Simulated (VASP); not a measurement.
# Ti3Al (P-6m2) in VASP: a series of runs

Ti3Al is run at these levels: PBE; tasks: single point.

Everything below comes from runs of VASP 6.6.1. Logs are shortened: lines on timing, memory, paths and dates and some standing lists are left out, and cuts for length are marked.

**1. The cell of the first run**

Symmetry: P-6m2, No. 187, hexagonal system. The conventional cell has a = 2.930 Å, b = 2.930 Å, c = 9.232 Å, α = 90.00°, β = 90.00°, γ = 120.00°. Ti (site symmetry -6m2) has 12 Ti at 2.74 to 2.93 Å within 3.6 Å. Ti (site symmetry 3m) has 9 Ti at 2.74 to 2.93 Å and 3 Al at 2.99 Å within 3.6 Å. Within 3.9 Å of Al (site symmetry -6m2) lie 6 Al at 2.93 Å and 6 Ti at 2.99 Å.

**2. Single point, PBE**

INCAR reads:

```
  PREC = Accurate
  ENCUT = 520
  EDIFF = 1E-6
  ISMEAR = 0
  SIGMA = 0.15
  LREAL = F
  LASPH = T
  NELM = 60
  ALGO = Fast
  ISIF = 2
  LWAVE = F
  LCHARG = F
  GGA = PE
  NBANDS = 28
```

KPOINTS reads:

```
Automatic mesh
0
Gamma
  15 15 6
```

POSCAR reads:

```
Ti3Al
1.0
    2.9297375378      0.0000000000      0.0000000000
   -1.4648687689      2.5372271341      0.0000000000
    0.0000000000      0.0000000000      9.2315308735
Ti Al
3 1
Direct
    0.6666666667      0.3333333333      0.0000000000
    0.3333333333      0.6666666667      0.7667062293
    0.3333333333      0.6666666667      0.2332937707
    0.6666666667      0.3333333333      0.5000000000
```

Potentials or basis: VASP PAW PBE potentials, release 64 (Ti_sv, Al).

Command:

```sh
$ cat potpaw_PBE.64/Ti_sv/POTCAR potpaw_PBE.64/Al/POTCAR > POTCAR
$ mpirun -np 1 vasp_std > vasp.out
```

OUTCAR:

```text
PREC = Accurate
   ENCUT = 520
   EDIFF = 1E-6
   ISMEAR = 0
   LREAL = F
   LASPH = T
   NELM = 60
   ISIF = 2
   GGA = PE

 ion  position               nearest neighbor table
   1  0.667  0.333  0.000-   2 2.74   3 2.74   2 2.74   3 2.74   2 2.74   3 2.74
   2  0.333  0.667  0.767-   1 2.74   1 2.74   1 2.74   4 2.99   4 2.99   4 2.99
   3  0.333  0.667  0.233-   1 2.74   1 2.74   1 2.74   4 2.99   4 2.99   4 2.99
   4  0.667  0.333  0.500-   2 2.99   3 2.99   2 2.99   3 2.99   2 2.99   3 2.99

  LATTYP: Found a hexagonal cell.
 ALAT       =     2.9297375378
 C/A-ratio  =     3.1509753875

  Lattice vectors:

 A1 = (   2.9297375378,   0.0000000000,   0.0000000000)
 A2 = (  -1.4648687689,   2.5372271341,   0.0000000000)
 A3 = (   0.0000000000,   0.0000000000,   9.2315308735)

Analysis of symmetry for initial positions (statically):
=====================================================================
 Subroutine PRICEL returns:
 Original cell was already a primitive cell.

 Routine SETGRP: Setting up the symmetry group for a
 hexagonal supercell.

 Subroutine GETGRP returns: Found 12 space group operations
 (whereof 12 operations were pure point group operations)
 out of a pool of 24 trial point group operations.

The static configuration has the point symmetry D_3h.

Analysis of symmetry for dynamics (positions and initial velocities):
=====================================================================
 Subroutine PRICEL returns:
 Original cell was already a primitive cell.

 Routine SETGRP: Setting up the symmetry group for a
 hexagonal supercell.

 Subroutine GETGRP returns: Found 12 space group operations
 (whereof 12 operations were pure point group operations)
 out of a pool of 24 trial point group operations.

The dynamic configuration has the point symmetry D_3h.

 Subroutine INISYM returns: Found 12 space group operations
 (whereof 12 operations are pure point group operations),
 and found     1 'primitive' translations

----------------------------------------------------------------------------------------

                                     Primitive cell

  volume of cell :      68.6218

  direct lattice vectors                    reciprocal lattice vectors
     2.929737538  0.000000000  0.000000000     0.341327504  0.197065526  0.000000000
    -1.464868769  2.537227134  0.000000000     0.000000000  0.394131052  0.000000000
     0.000000000  0.000000000  9.231530874     0.000000000  0.000000000  0.108324395

  length of vectors
     2.929737538  2.929737538  9.231530874     0.394131052  0.394131052  0.108324395

  position of ions in fractional coordinates (direct lattice)
     0.666666667  0.333333333  0.000000000
     0.333333333  0.666666667  0.766706229
     0.333333333  0.666666667  0.233293771
     0.666666667  0.333333333  0.500000000

  ion indices of the primitive-cell ions
   primitive index   ion index
                 1           1
                 2           2
                 3           3
                 4           4

----------------------------------------------------------------------------------------

 KPOINTS: Automatic mesh

Automatic generation of k-mesh.
 Grid dimensions read from file:
 generate k-points for:   15   15    6

 Generating k-lattice:

  Cartesian coordinates                     Fractional coordinates (reciprocal lattice)
     0.022755167  0.013137702  0.000000000     0.066666667  0.000000000  0.000000000
     0.000000000  0.026275403  0.000000000     0.000000000  0.066666667  0.000000000
     0.000000000  0.000000000  0.018054066     0.000000000  0.000000000  0.166666667

  Length of vectors
     0.026275403  0.026275403  0.018054066

  Shift w.r.t. Gamma in fractional coordinates (k-lattice)
     0.000000000  0.000000000  0.000000000

 Subroutine IBZKPT returns following result:
 ===========================================

 Found    108 irreducible k-points:

 Following reciprocal coordinates:
            Coordinates               Weight
  0.000000  0.000000  0.000000      1.000000
  0.066667  0.000000  0.000000      6.000000
  0.133333  0.000000  0.000000      6.000000
  0.200000  0.000000  0.000000      6.000000
  0.266667  0.000000  0.000000      6.000000
  0.333333  0.000000  0.000000      6.000000
[... 16 lines left out ...]
  0.333333  0.200000  0.000000     12.000000
  0.400000  0.200000  0.000000      6.000000
 [... further k-points ...]
   k-points           NKPTS =    108   k-points in BZ     NKDIM =    108   number of bands    NBANDS=     28
   number of dos      NEDOS =    301   number of ions     NIONS =      4
   total plane-waves  NPLWV =  40320
   dimension x,y,z NGX =    24 NGY =   24 NGZ =   70
   dimension x,y,z NGXF=    48 NGYF=   48 NGZF=  140
   ions per type =               3   1
   NGX,Y,Z   is equivalent  to a cutoff of  13.62, 13.62, 12.61 a.u.
   NGXF,Y,Z  is equivalent  to a cutoff of  27.24, 27.24, 25.21 a.u.
 SYSTEM =  unknown system
   PREC   = accura    normal or accurate (medium, high low for compatibility)
   ISTART =      0    job   : 0-new  1-cont  2-samecut
   ICHARG =      2    charge: 1-file 2-atom 10-const
   ISPIN  =      1    spin polarized calculation?
   LNONCOLLINEAR =      F non collinear calculations
   LSORBIT =      F    spin-orbit coupling
   LASPH  =      T    aspherical Exc in radial PAW
   ENCUT  =  520.0 eV  38.22 Ry    6.18 a.u.   5.45  5.45 17.16*2*pi/ulx,y,z
   NELM   =     60;   NELMIN=  2; NELMDL= -5     # of ELM steps
   EDIFF  = 0.1E-05   stopping-criterion for ELM
   LREAL  =      F    real-space projection
   EDIFFG = 0.1E-04   stopping-criterion for IOM
   NSW    =      0    number of steps for IOM
   IBRION =     -1    ionic relax: 0-MD 1-quasi-New 2-CG
   NFREE  =      0    steps in history (QN), initial steepest desc. (CG)
   ISIF   =      2    stress and relaxation
   ISYM   =      2    0-nonsym 1-usesym 2-fastsym
   POTIM  = 0.5000    time-step for ionic-motion
   TEBEG  =    0.0;   TEEND  =   0.0 temperature during run
   PSTRESS=    0.0 pullay stress
   NELECT =      39.0000    total number of electrons
   NUPDOWN=      -1.0000    fix difference up-down
   EMIN   =  10.00;   EMAX   =-10.00  energy-range for DOS
   EFERMI =   0.00;   METHOD = LEGACY
   ISMEAR =     0;   SIGMA  =   0.15  broadening in eV -4-tet -1-fermi 0-gaus
   EFERMI_NEDOS =   21; number of points for ismear=-14 and -15
   IALGO  =     68    algorithm
   IMIX   =      4    mixing-type and parameters
     AMIX     =   0.40;   BMIX     =  1.00
     AMIX_MAG =   1.60;   BMIX_MAG =  1.00
  volume/ion in A,a.u.               =      17.16       115.77
  Fermi-wavevector in a.u.,A,eV,Ry     =   1.356050  2.562563 25.019375  1.838872
  Thomas-Fermi vector in A             =   2.483086
   LORBIT       =      0    0 simple, 1 ext, 2 COOP (PROOUT), +10 PAW based schemes
   GGA     = PE    functional components
   LHFCALC =     F    Hartree Fock is set to
   AEXX    =    0.0000 exact exchange contribution
   IVDW    =     0    specifies the selected vdW correction
   LEPSILON=     F    determine dielectric tensor
   LRPA    =     F    only Hartree local field effects (RPA)
 non-spin polarized calculation
 RMM-DIIS sequential band-by-band and
 Gauss-broadening in eV      SIGMA  =   0.15
  energy-cutoff  :      520.00
  volume of cell :       68.62
 maximum number of plane-waves:      1907
 NGX is ok and might be reduce to    24
   NGX = 11   NGY = 11   NGZ = 35

 number of electron      38.9999994 magnetization

 Free energy of the ion-electron system (eV)
  ---------------------------------------------------
  ext. energy  EPLUGINS =         0.00000000
  ---------------------------------------------------
  free energy    TOTEN  =       -27.60977476 eV

  energy without entropy =      -27.56938772  energy(sigma->0) =      -27.58958124

 E-fermi :   7.9998     XC(G=0): -11.1688

 val. band max:        7.9969475782   @ k =   0.4000   0.2000   0.3333
 cond. band min:       8.0023108057   @ k =   0.3333   0.2000   0.0000
 fundamental gap:      0.0053632275
 Fermi energy:         7.9998072454

 k-point     1 :       0.0000    0.0000    0.0000
  band No.  band energies     occupation
      1     -48.7515      2.00000
      2     -48.7166      2.00000
      3     -48.5103      2.00000
      4     -25.3288      2.00000
      5     -25.0558      2.00000
      6     -24.6885      2.00000
[... 20 lines left out ...]
     27      10.0157      0.00000
     28      10.8836      0.00000

 k-point     2 :       0.0667    0.0000    0.0000
  band No.  band energies     occupation
      1     -48.7472      2.00000
      2     -48.7134      2.00000
      3     -48.5083      2.00000
      4     -25.3204      2.00000
      5     -25.0575      2.00000
      6     -24.7083      2.00000
[... 20 lines left out ...]
     27       9.9794      0.00000
     28      10.8221      0.00000

 k-point     3 :       0.1333    0.0000    0.0000
  band No.  band energies     occupation
      1     -48.7349      2.00000
      2     -48.7045      2.00000
      3     -48.5026      2.00000
      4     -25.2966      2.00000
      5     -25.0642      2.00000
      6     -24.7700      2.00000
[... 20 lines left out ...]
     27       9.9213      0.00000
     28      10.7265      0.00000

 k-point     4 :       0.2000    0.0000    0.0000
  band No.  band energies     occupation
      1     -48.7166      2.00000
      2     -48.6912      2.00000
      3     -48.4943      2.00000
      4     -25.2621      2.00000
      5     -25.0809      2.00000
      6     -24.8614      2.00000
[... 20 lines left out ...]
     27       9.9854      0.00000
     28      10.7501      0.00000

 k-point     5 :       0.2667    0.0000    0.0000
  band No.  band energies     occupation
      1     -48.6953      2.00000
      2     -48.6760      2.00000
      3     -48.4851      2.00000
      4     -25.2269      2.00000
      5     -25.1136      2.00000
      6     -24.9506      2.00000
[... 20 lines left out ...]
     27      10.2690      0.00000
     28      10.9215      0.00000

 k-point     6 :       0.3333    0.0000    0.0000
  band No.  band energies     occupation
      1     -48.6744      2.00000
      2     -48.6614      2.00000
      3     -48.4767      2.00000
      4     -25.2116      2.00000
      5     -25.1617      2.00000
      6     -25.0175      2.00000
[... 463 lines left out ...]
      5     -25.1433      2.00000
      6     -25.0141      2.00000
[... 20 lines left out ...]
     27      10.9371      0.00000
     28      11.0722      0.00000

 k-point    22 :       0.2667    0.2000    0.0000
  band No.  band energies     occupation
      1     -48.6537      2.00000
      2     -48.6470      2.00000
      3     -48.4687      2.00000
      4     -25.1884      2.00000
      5     -25.1678      2.00000
      6     -25.0596      2.00000
[... 20 lines left out ...]
     27      11.0404      0.00000
     28      11.1602      0.00000

 k-point    23 :       0.3333    0.2000    0.0000
  band No.  band energies     occupation
      1     -48.6428      2.00000
      2     -48.6397      2.00000
      3     -48.4648      2.00000
      4     -25.1937      2.00000
      5     -25.1884      2.00000
      6     -25.0826      2.00000
[... 20 lines left out ...]
     27      11.0428      0.00000
     28      11.5313      0.00000

 k-point    24 :       0.4000    0.2000    0.0000
  band No.  band energies     occupation
      1     -48.6390      2.00000
      2     -48.6371      2.00000
      3     -48.4635      2.00000
      4     -25.1969      2.00000
      5     -25.1968      2.00000
      6     -25.0883      2.00000
[... 20 lines left out ...]
     27      11.0266      0.00000
     28      11.5677      0.00000

 [... further k-points ...]
[... 5 lines left out ...]
  --------------------------------------------------------------------------------------
  -------------------------------------------------------------------------------------
  Total        0.5930412      0.5930412      0.4739223      0.0000000      0.0000000      0.0000000
  in kB       13.8462979     13.8462979     11.0651141      0.0000000      0.0000000      0.0000000
  external PRESSURE =      12.9192366 kB  Pullay stress =       0.0000000 kB

 VOLUME and BASIS-vectors are now :
 -----------------------------------------------------------------------------
  energy-cutoff  :      520.00
  volume of cell :       68.62
      direct lattice vectors                 reciprocal lattice vectors
     2.929737538  0.000000000  0.000000000     0.341327504  0.197065526  0.000000000
    -1.464868769  2.537227134  0.000000000     0.000000000  0.394131052  0.000000000
     0.000000000  0.000000000  9.231530874     0.000000000  0.000000000  0.108324395

 POSITION                                       TOTAL-FORCE (eV/Angst)
 -----------------------------------------------------------------------------------
      1.46487      0.84574      0.00000         0.000000      0.000000      0.000000
     -0.00000      1.69148      7.07787        -0.000000     -0.000000     -1.232525
     -0.00000      1.69148      2.15366        -0.000000      0.000000      1.232525
      1.46487      0.84574      4.61577        -0.000000      0.000000      0.000000
 -----------------------------------------------------------------------------------
    total drift:                                0.000000     -0.000000      0.000000

  FREE ENERGIE OF THE ION-ELECTRON SYSTEM (eV)
  ---------------------------------------------------
  free  energy   TOTEN  =       -27.6097747603 eV

  energy  without entropy=      -27.5693877197  energy(sigma->0) =      -27.58958124
```

Run time: 24 min. Hardware: 1 thread of Intel Xeon 8259CL, shared host; peak memory 0.32 GiB.

What came out:

| Property | Result |
| --- | --- |
| Free energy | -27.6098 eV |
| Pressure | 1.3 GPa |
| Largest force | 1.233 eV/Å |
| Band gap on the k mesh | zero (an odd number of electrons rules out a gap without spin polarisation) |

Forces in eV/Å, atoms in the order of the input:
```
Ti   0.000  0.000  0.000
Ti   0.000  0.000 -1.233
Ti   0.000  0.000  1.233
Al   0.000  0.000  0.000
```

Stress tensor (GPa, compression positive):
```
1.38 0.00 0.00
0.00 1.38 0.00
0.00 0.00 1.11
```

Caveat: the cell differs from its parent crystal (atoms shifted along a free coordinate, c/a of the conventional cell at fixed volume 3.1510); forces of over 1 eV/Å act on the atoms, so gaps and moduli don't describe the material at rest.

**3. Single point, PBE (17.16 Å³/atom, c/a of the conventional cell at fixed volume 3.0669)**

INCAR reads:

```
ALGO = Fast
EDIFF = 1E-6
ENCUT = 520
GGA = PE
ISIF = 2
ISMEAR = 0
LASPH = True
LCHARG = False
LREAL = False
LWAVE = False
NBANDS = 28
NELM = 80
PREC = Accurate
SIGMA = 0.15
```

KPOINTS reads:

```
k-points
0
Gamma
  15 15 6
```

POSCAR reads:

```
Ti3Al
1.0
    2.9562683061      0.0000000000      0.0000000000
   -1.4781341530      2.5602034534      0.0000000000
    0.0000000000      0.0000000000      9.0665792679
Ti Al
3 1
Direct
    0.6666666667      0.3333333333      0.0000000000
    0.3333333333      0.6666666667      0.7504575700
    0.3333333333      0.6666666667      0.2495424300
    0.6666666667      0.3333333333      0.5000000000
```

Potentials or basis: VASP PAW PBE potentials, release 64 (Ti_sv, Al).

Command:

```sh
$ cat potpaw_PBE.64/Ti_sv/POTCAR potpaw_PBE.64/Al/POTCAR > POTCAR
$ mpirun -np 1 vasp_std > vasp.out
```

It took 19 min on 1 thread of Intel Xeon 8259CL, shared host; peak memory 0.31 GiB.

The run converged. Its results:

```yaml
Free_energy: -27.7746 eV
Pressure: 0.1 GPa
Largest_force: 0.048 eV/Å
Band_gap_on_the_k_mesh: zero (an odd number of electrons rules out a gap without spin polarisation)
```

Forces in eV/Å, atoms in the order of the input:
```
Ti   0.000  0.000  0.000
Ti   0.000  0.000  0.048
Ti   0.000  0.000 -0.048
Al   0.000  0.000  0.000
```

Stress tensor (GPa, compression positive):
```
-1.35  0.00  0.00
 0.00 -1.35  0.00
 0.00  0.00  2.96
```

Levels at points of the mesh, in eV from the Fermi level:
```csv
k point,band 18,band 19,band 20,band 21,band 22,band 23
"(0.00, 0.00, 0.00)",0.65,0.77,0.77,0.86,0.86,0.89
"(0.00, 0.00, 0.50)",0.58,0.78,0.78,0.85,0.85,0.93
```

Caveat: the cell differs from its parent crystal (c/a of the conventional cell at fixed volume 3.0669).

The gap in the log of VASP goes by the Fermi energy; the results here count the filled bands.